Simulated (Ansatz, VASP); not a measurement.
# I: VASP beside Ansatz

```
CELL_PARAMETERS angstrom
3.63503 -2.39502 0.00000
3.63503 2.39502 0.00000
0.00000 0.00000 9.79344
ATOMIC_POSITIONS crystal
I 0.64930 0.35070 0.38440
I 0.14930 0.85070 0.11560
I 0.35070 0.64930 0.61560
I 0.85070 0.14930 0.88440
```

Alike in both runs: task relaxation of cell and atoms; functional BLYP; dispersion D3(BJ); k mesh 7 × 7 × 3; occupations fermi-dirac, width 0.05 eV; no spin polarisation.

|  | VASP | Ansatz |
| --- | --- | --- |
| version | VASP 6.6.1 | Ansatz 0.2.0 |
| potentials or method | VASP PAW PBE potentials, release 64 (I) | Ansatz PAW |
| plane-wave cutoff (eV) | 600 | 420 |
| valence electrons in the cell | 28 | 68 |

|  | VASP | Ansatz | Ansatz less VASP |
| --- | --- | --- | --- |
| gap on the k mesh at the Fermi level, each at its own relaxed structure (eV) | 0.83 | 0.83 | -0.006 |
| relaxed volume (Å³/atom) | 39.44 | 39.34 | -0.102 |
| relaxed length of the cell vector where the two differ most in proportion (Å) | 9.685 | 9.649 | -0.0360 |

VASP's potentials were made for PBE, not for BLYP. VASP's potentials hold 28 valence electrons a cell and Ansatz's 68, so a difference there can come from the potentials and not from the codes.

Spin-orbit coupling is off throughout. Noted on Ansatz's run: odd divisions of the mesh miss points on the zone boundary, where band edges often lie, so the gap on the mesh can be too wide; the plane-wave basis is chosen anew once the cell has moved, so the energies of steps on either side of that aren't comparable.
